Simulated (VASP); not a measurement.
# ScGaTeSe2 (P3m1) in VASP: notebook

Runs on ScGaTeSe2. Level: PBE. Tasks: single point.

Everything below comes from runs of VASP 6.6.1. Logs are shortened: lines on timing, memory, paths and dates and some standing lists are left out, and cuts for length are marked.

**1. The cell of the first run**

Symmetry: P3m1, No. 156, trigonal system. Conventional cell: a = 4.421 Å, b = 4.421 Å, c = 7.576 Å, α = 90.00°, β = 90.00°, γ = 120.00°. Sc (site symmetry 3m) has 4 Se at 2.58 to 2.72 Å and 3 Ga at 3.20 Å within 3.4 Å. Ga (site symmetry 3m) has 4 Se at 2.63 to 2.86 Å and 3 Sc at 3.20 Å and 3 Te at 3.58 Å within 3.6 Å. Te (site symmetry 3m) has 6 Se at 3.16 to 3.38 Å and 3 Ga at 3.58 Å and 3 Sc at 4.05 Å within 4.2 Å. Se (site symmetry 3m) has 3 Sc at 2.72 Å and 1 Ga at 2.86 Å and 3 Te at 3.38 Å within 3.6 Å. Within 3.4 Å of Se (site symmetry 3m) lie 1 Sc at 2.58 Å and 3 Ga at 2.63 Å and 3 Te at 3.16 Å.

The cell was generated, and may not be a known phase.

**2. Single point, PBE**

The input, INCAR:

```
SYSTEM = ScGaTeSe2
PREC = Accurate
ENCUT = 520
EDIFF = 1E-7
ISMEAR = 0
SIGMA = 0.1
LREAL = .FALSE.
LASPH = .TRUE.
NELM = 80
ALGO = Normal
ISIF = 2
LWAVE = .FALSE.
LCHARG = .TRUE.
GGA = PE
LELF = .TRUE.
LVHAR = .TRUE.
NBANDS = 29
```

The input, KPOINTS:

```
Automatic mesh
0
G
  6 6 2
  0 0 0
```

The input, POSCAR:

```
ScGaTeSe2
1.0
    4.4209876400      0.0000000000      0.0000000000
   -2.2104938200      3.8286876100      0.0000000000
    0.0000000000      0.0000000000      7.5760246900
Sc Ga Te Se
1 1 1 2
Direct
    0.6666666700      0.3333333300      0.6116340200
    0.3333333300      0.6666666700      0.3566470100
    0.0000000000      0.0000000000      0.0261640000
    0.3333333300      0.6666666700      0.7338119700
    0.6666666700      0.3333333300      0.2717430000
```

Potentials or basis: VASP PAW PBE potentials, release 64 (Sc_sv, Ga_d, Te, Se).

On the command line:

```bash
$ cat potpaw_PBE.64/Sc_sv/POTCAR potpaw_PBE.64/Ga_d/POTCAR potpaw_PBE.64/Te/POTCAR potpaw_PBE.64/Se/POTCAR > POTCAR
$ mpirun -np 1 vasp_std > vasp.out
```

OUTCAR:

```text
SYSTEM = ScGaTeSe2
   PREC = Accurate
   ENCUT = 520
   EDIFF = 1E-7
   ISMEAR = 0
   LREAL = .FALSE.
   LASPH = .TRUE.
   NELM = 80
   ISIF = 2
   GGA = PE

 ion  position               nearest neighbor table
   1  0.667  0.333  0.612-   5 2.58   4 2.72   4 2.72   4 2.72
   2  0.333  0.667  0.357-   5 2.63   5 2.63   5 2.63
   3  0.000  0.000  0.026-   5 3.16   5 3.16   5 3.16
   4  0.333  0.667  0.734-   1 2.72   1 2.72   1 2.72
   5  0.667  0.333  0.272-   1 2.58   2 2.63   2 2.63   2 2.63   3 3.16   3 3.16   3 3.16

  LATTYP: Found a hexagonal cell.
 ALAT       =     4.4209876400
 C/A-ratio  =     1.7136498237

  Lattice vectors:

 A1 = (   4.4209876400,   0.0000000000,   0.0000000000)
 A2 = (  -2.2104938200,   3.8286876100,   0.0000000000)
 A3 = (   0.0000000000,   0.0000000000,   7.5760246900)

Analysis of symmetry for initial positions (statically):
=====================================================================
 Subroutine PRICEL returns:
 Original cell was already a primitive cell.

 Routine SETGRP: Setting up the symmetry group for a
 hexagonal supercell.

 Subroutine GETGRP returns: Found  6 space group operations
 (whereof  6 operations were pure point group operations)
 out of a pool of 24 trial point group operations.

The static configuration has the point symmetry C_3v.

Analysis of symmetry for dynamics (positions and initial velocities):
=====================================================================
 Subroutine PRICEL returns:
 Original cell was already a primitive cell.

 Routine SETGRP: Setting up the symmetry group for a
 hexagonal supercell.

 Subroutine GETGRP returns: Found  6 space group operations
 (whereof  6 operations were pure point group operations)
 out of a pool of 24 trial point group operations.

The dynamic configuration has the point symmetry C_3v.

 Subroutine INISYM returns: Found  6 space group operations
 (whereof  6 operations are pure point group operations),
 and found     1 'primitive' translations

----------------------------------------------------------------------------------------

                                     Primitive cell

  volume of cell :     128.2362

  direct lattice vectors                    reciprocal lattice vectors
     4.420987640  0.000000000  0.000000000     0.226193801  0.130593052  0.000000000
    -2.210493820  3.828687610  0.000000000     0.000000000  0.261186104  0.000000000
     0.000000000  0.000000000  7.576024690     0.000000000  0.000000000  0.131995346

  length of vectors
     4.420987640  4.420987643  7.576024690     0.261186104  0.261186104  0.131995346

  position of ions in fractional coordinates (direct lattice)
     0.666666670  0.333333330  0.611634020
     0.333333330  0.666666670  0.356647010
     0.000000000  0.000000000  0.026164000
     0.333333330  0.666666670  0.733811970
     0.666666670  0.333333330  0.271743000

  ion indices of the primitive-cell ions
   primitive index   ion index
                 1           1
                 2           2
                 3           3
                 4           4
                 5           5

----------------------------------------------------------------------------------------

 KPOINTS: Automatic mesh

Automatic generation of k-mesh.
 Grid dimensions read from file:
 generate k-points for:    6    6    2

 Generating k-lattice:

  Cartesian coordinates                     Fractional coordinates (reciprocal lattice)
     0.037698967  0.021765509  0.000000000     0.166666667  0.000000000  0.000000000
     0.000000000  0.043531017  0.000000000     0.000000000  0.166666667  0.000000000
     0.000000000  0.000000000  0.065997673     0.000000000  0.000000000  0.500000000

  Length of vectors
     0.043531017  0.043531017  0.065997673

  Shift w.r.t. Gamma in fractional coordinates (k-lattice)
     0.000000000  0.000000000  0.000000000

 Subroutine IBZKPT returns following result:
 ===========================================

 Found     14 irreducible k-points:

 Following reciprocal coordinates:
            Coordinates               Weight
  0.000000  0.000000  0.000000      1.000000
  0.166667  0.000000  0.000000      6.000000
  0.333333  0.000000  0.000000      6.000000
  0.500000  0.000000  0.000000      3.000000
  0.166667  0.166667  0.000000      6.000000
  0.333333  0.166667  0.000000     12.000000
  0.333333  0.333333  0.000000      2.000000
  0.000000  0.000000  0.500000      1.000000
  0.166667  0.000000  0.500000      6.000000
  0.333333  0.000000  0.500000      6.000000
  0.500000  0.000000  0.500000      3.000000
  0.166667  0.166667  0.500000      6.000000
  0.333333  0.166667  0.500000     12.000000
  0.333333  0.333333  0.500000      2.000000
   k-points           NKPTS =     14   k-points in BZ     NKDIM =     14   number of bands    NBANDS=     29
   number of dos      NEDOS =    301   number of ions     NIONS =      5
   total plane-waves  NPLWV =  72576
   dimension x,y,z NGX =    36 NGY =   36 NGZ =   56
   dimension x,y,z NGXF=    72 NGYF=   72 NGZF=  112
   ions per type =               1   1   1   2
   NGX,Y,Z   is equivalent  to a cutoff of  13.54, 13.54, 12.29 a.u.
   NGXF,Y,Z  is equivalent  to a cutoff of  27.07, 27.07, 24.58 a.u.
 SYSTEM =  ScGaTeSe2
   PREC   = accura    normal or accurate (medium, high low for compatibility)
   ISTART =      0    job   : 0-new  1-cont  2-samecut
   ICHARG =      2    charge: 1-file 2-atom 10-const
   ISPIN  =      1    spin polarized calculation?
   LNONCOLLINEAR =      F non collinear calculations
   LSORBIT =      F    spin-orbit coupling
   LASPH  =      T    aspherical Exc in radial PAW
   ENCUT  =  520.0 eV  38.22 Ry    6.18 a.u.   8.22  8.22 14.09*2*pi/ulx,y,z
   NELM   =     80;   NELMIN=  2; NELMDL= -5     # of ELM steps
   EDIFF  = 0.1E-06   stopping-criterion for ELM
   LREAL  =      F    real-space projection
   EDIFFG = 0.1E-05   stopping-criterion for IOM
   NSW    =      0    number of steps for IOM
   IBRION =     -1    ionic relax: 0-MD 1-quasi-New 2-CG
   NFREE  =      0    steps in history (QN), initial steepest desc. (CG)
   ISIF   =      2    stress and relaxation
   ISYM   =      2    0-nonsym 1-usesym 2-fastsym
   POTIM  = 0.5000    time-step for ionic-motion
   TEBEG  =    0.0;   TEEND  =   0.0 temperature during run
   PSTRESS=    0.0 pullay stress
   NELECT =      42.0000    total number of electrons
   NUPDOWN=      -1.0000    fix difference up-down
   EMIN   =  10.00;   EMAX   =-10.00  energy-range for DOS
   EFERMI =   0.00;   METHOD = LEGACY
   ISMEAR =     0;   SIGMA  =   0.10  broadening in eV -4-tet -1-fermi 0-gaus
   EFERMI_NEDOS =   21; number of points for ismear=-14 and -15
   IALGO  =     38    algorithm
   IMIX   =      4    mixing-type and parameters
     AMIX     =   0.40;   BMIX     =  1.00
     AMIX_MAG =   1.60;   BMIX_MAG =  1.00
  volume/ion in A,a.u.               =      25.65       173.08
  Fermi-wavevector in a.u.,A,eV,Ry     =   1.128464  2.132488 17.326082  1.273431
  Thomas-Fermi vector in A             =   2.265154
   LORBIT       =      0    0 simple, 1 ext, 2 COOP (PROOUT), +10 PAW based schemes
   GGA     = PE    functional components
   LHFCALC =     F    Hartree Fock is set to
   AEXX    =    0.0000 exact exchange contribution
   IVDW    =     0    specifies the selected vdW correction
   LEPSILON=     F    determine dielectric tensor
   LRPA    =     F    only Hartree local field effects (RPA)
 non-spin polarized calculation
 Gauss-broadening in eV      SIGMA  =   0.10
  energy-cutoff  :      520.00
  volume of cell :      128.24
 maximum number of plane-waves:      3472
 NGX is ok and might be reduce to    36
   NGX = 17   NGY = 17   NGZ = 29

 number of electron      42.0000007 magnetization

 Free energy of the ion-electron system (eV)
  ---------------------------------------------------
  ext. energy  EPLUGINS =         0.00000000
  ---------------------------------------------------
  free energy    TOTEN  =       -21.06106971 eV

  energy without entropy =      -21.04966080  energy(sigma->0) =      -21.05536526

 E-fermi :   4.6660     XC(G=0):  -9.5114

 val. band max:        4.6658542289   @ k =   0.3333   0.3333   0.0000
 cond. band min:       4.6663780956   @ k =   0.5000   0.0000   0.0000
 fundamental gap:      0.0005238667
 Fermi energy:         4.6659757297

 k-point     1 :       0.0000    0.0000    0.0000
  band No.  band energies     occupation
      1     -45.6937      2.00000
      2     -24.3491      2.00000
      3     -24.3491      2.00000
      4     -24.3157      2.00000
      5     -10.6145      2.00000
      6     -10.5031      2.00000
[... 21 lines left out ...]
     28       7.6962      0.00000
     29       8.2318      0.00000

 k-point     2 :       0.1667    0.0000    0.0000
  band No.  band energies     occupation
      1     -45.6936      2.00000
      2     -24.3542      2.00000
      3     -24.3502      2.00000
      4     -24.3150      2.00000
      5     -10.6216      2.00000
      6     -10.5074      2.00000
[... 21 lines left out ...]
     28       7.4600      0.00000
     29       8.1805      0.00000

 k-point     3 :       0.3333    0.0000    0.0000
  band No.  band energies     occupation
      1     -45.6932      2.00000
      2     -24.3641      2.00000
      3     -24.3523      2.00000
      4     -24.3136      2.00000
      5     -10.6370      2.00000
      6     -10.5086      2.00000
[... 21 lines left out ...]
     28       7.8077      0.00000
     29       9.1057      0.00000

 k-point     4 :       0.5000    0.0000    0.0000
  band No.  band energies     occupation
      1     -45.6930      2.00000
      2     -24.3690      2.00000
      3     -24.3534      2.00000
      4     -24.3129      2.00000
      5     -10.6448      2.00000
      6     -10.5074      2.00000
[... 277 lines left out ...]
     28       7.9786      0.00000
     29       8.3051      0.00000

 k-point    13 :       0.3333    0.1667    0.5000
  band No.  band energies     occupation
      1     -45.6930      2.00000
      2     -24.3670      2.00000
      3     -24.3554      2.00000
      4     -24.3129      2.00000
      5     -10.6427      2.00000
      6     -10.5080      2.00000
[... 21 lines left out ...]
     28       8.3538      0.00000
     29       8.6807      0.00000

 k-point    14 :       0.3333    0.3333    0.5000
  band No.  band energies     occupation
      1     -45.6929      2.00000
      2     -24.3665      2.00000
      3     -24.3589      2.00000
      4     -24.3126      2.00000
      5     -10.6441      2.00000
      6     -10.5082      2.00000
[... 21 lines left out ...]
     28       8.8140      0.00000
     29       9.0120      0.00000

------------------------ aborting loop because EDIFF is reached ----------------------------------------

  FORCE on cell =-STRESS in cart. coord.  units (eV):
  Direction    XX          YY          ZZ          XY          YZ          ZX
  --------------------------------------------------------------------------------------
  -------------------------------------------------------------------------------------
  Total        1.5733623      1.5733623      1.2649209      0.0000000      0.0000000     -0.0000000
  in kB       19.6575195     19.6575196     15.8038661      0.0000000      0.0000000     -0.0000000
  external PRESSURE =      18.3729684 kB  Pullay stress =       0.0000000 kB

 VOLUME and BASIS-vectors are now :
 -----------------------------------------------------------------------------
  energy-cutoff  :      520.00
  volume of cell :      128.24
      direct lattice vectors                 reciprocal lattice vectors
     4.420987640  0.000000000  0.000000000     0.226193801  0.130593052  0.000000000
    -2.210493820  3.828687610  0.000000000     0.000000000  0.261186104  0.000000000
     0.000000000  0.000000000  7.576024690     0.000000000  0.000000000  0.131995346

 POSITION                                       TOTAL-FORCE (eV/Angst)
 -----------------------------------------------------------------------------------
      2.21049      1.27623      4.63375         0.000000     -0.000000      1.132514
     -0.00000      2.55246      2.70197        -0.000000      0.000000      0.270361
      0.00000      0.00000      0.19822         0.000000     -0.000000      0.490366
     -0.00000      2.55246      5.55938        -0.000000     -0.000000     -1.207603
      2.21049      1.27623      2.05873         0.000000     -0.000000     -0.685637
 -----------------------------------------------------------------------------------
    total drift:                               -0.000016      0.000009      0.000015

  FREE ENERGIE OF THE ION-ELECTRON SYSTEM (eV)
  ---------------------------------------------------
  free  energy   TOTEN  =       -21.0610697074 eV

  energy  without entropy=      -21.0496608039  energy(sigma->0) =      -21.05536526
```

Wall time 73 s (1 thread of Intel Xeon 8259CL, shared host); peak memory 0.29 GiB.

Results:

```yaml
Free_energy: -21.0611 eV
Pressure: 1.8 GPa
Largest_force: 1.208 eV/Å
Band_gap_on_the_k_mesh: zero (bands 21 and 22 overlap by 0.16 eV)
```

Forces in eV/Å, atoms in the order of the input:
```
Sc   0.000  0.000  1.133
Ga   0.000  0.000  0.270
Te   0.000  0.000  0.490
Se   0.000  0.000 -1.208
Se   0.000  0.000 -0.686
```

Stress tensor (GPa, compression positive):
```
1.97 0.00 0.00
0.00 1.97 0.00
0.00 0.00 1.58
```

Caveat: the k points lie up to 0.41 Å⁻¹ apart; semilocal functionals underestimate gaps, and a narrow one can read as zero; spin-orbit coupling is left out, which moves the levels of the heavy elements; forces of over 1 eV/Å act on the atoms, so gaps and moduli don't describe the material at rest.

**3. Single point, PBE**

This run uses another cell than the first one, of 27.42 Å³/atom.

The input, INCAR:

```
SYSTEM = ScGaTeSe2
PREC = Accurate
ENCUT = 520
EDIFF = 1E-6
ISMEAR = 0
SIGMA = 0.1
LREAL = .FALSE.
LASPH = .TRUE.
NELM = 80
ALGO = Normal
ISIF = 2
LWAVE = .FALSE.
LCHARG = .FALSE.
GGA = PE
NBANDS = 29
```

The input, KPOINTS:

```
regular mesh
0
G
  6 6 2
  0 0 0
```

The input, POSCAR:

```
ScGaTeSe2
1.0
    3.9022403393      0.0000000000      0.0000000000
   -1.9511201697      3.3794392655      0.0000000000
    0.0000000000      0.0000000000     10.3980957699
Sc Ga Te Se
1 1 1 2
Direct
    0.6666666667      0.3333333333      0.8062109946
    0.3333333333      0.6666666667      0.1993598042
    0.0000000000      0.0000000000      0.0013720474
    0.3333333333      0.6666666667      0.6801057685
    0.6666666667      0.3333333333      0.3129513853
```

Potentials or basis: VASP PAW PBE potentials, release 64 (Sc_sv, Ga_d, Te, Se).

On the command line:

```bash
$ cat potpaw_PBE.64/Sc_sv/POTCAR potpaw_PBE.64/Ga_d/POTCAR potpaw_PBE.64/Te/POTCAR potpaw_PBE.64/Se/POTCAR > POTCAR
$ mpirun -np 1 vasp_std > vasp.out
```

Run time: 90 s. Hardware: 1 thread of Intel Xeon 8259CL, shared host; peak memory 0.29 GiB.

It converged, with:

```yaml
Free_energy: -23.7121 eV
Pressure: 0.3 GPa
Largest_force: 0.041 eV/Å
Band_gap_on_the_k_mesh: zero (bands 21 and 22 overlap by 0.39 eV)
```

Forces on the atoms (eV/Å):
```
Sc   0.000  0.000 -0.018
Ga   0.000  0.000 -0.014
Te   0.000  0.000  0.040
Se   0.000  0.000 -0.041
Se   0.000  0.000  0.033
```

Stress tensor (GPa, compression positive):
```
0.23 0.00 0.00
0.00 0.23 0.00
0.00 0.00 0.39
```

Levels at points of the mesh, in eV from the Fermi level:
| k point | band 17 | band 18 | band 19 | band 20 | band 21 | band 22 | band 23 | band 24 | band 25 | band 26 |
| --- | --- | --- | --- | --- | --- | --- | --- | --- | --- | --- |
| (0.00, 0.00, 0.00) | -1.47 | -1.47 | -0.83 | 0.30 | 0.30 | 0.60 | 1.74 | 1.74 | 2.33 | 3.48 |
| (0.50, 0.00, 0.00) | -2.49 | -2.00 | -1.78 | -1.77 | -0.89 | -0.10 | 1.31 | 2.59 | 2.67 | 2.96 |
| (0.00, 0.00, 0.50) | -1.51 | -1.47 | -1.47 | 0.30 | 0.30 | 0.93 | 1.74 | 1.74 | 2.29 | 3.58 |
| (0.50, 0.00, 0.50) | -2.72 | -2.23 | -1.75 | -1.49 | -0.91 | 0.01 | 1.38 | 2.59 | 2.67 | 2.93 |

Caveat: semilocal functionals underestimate gaps, and a narrow one can read as zero; spin-orbit coupling is left out, which moves the levels of the heavy elements; this functional lacks dispersion, which binds layers or chains, so the pressure and a relaxed spacing across them are unreliable.

The gap in the log of VASP goes by the Fermi energy; the results here count the filled bands.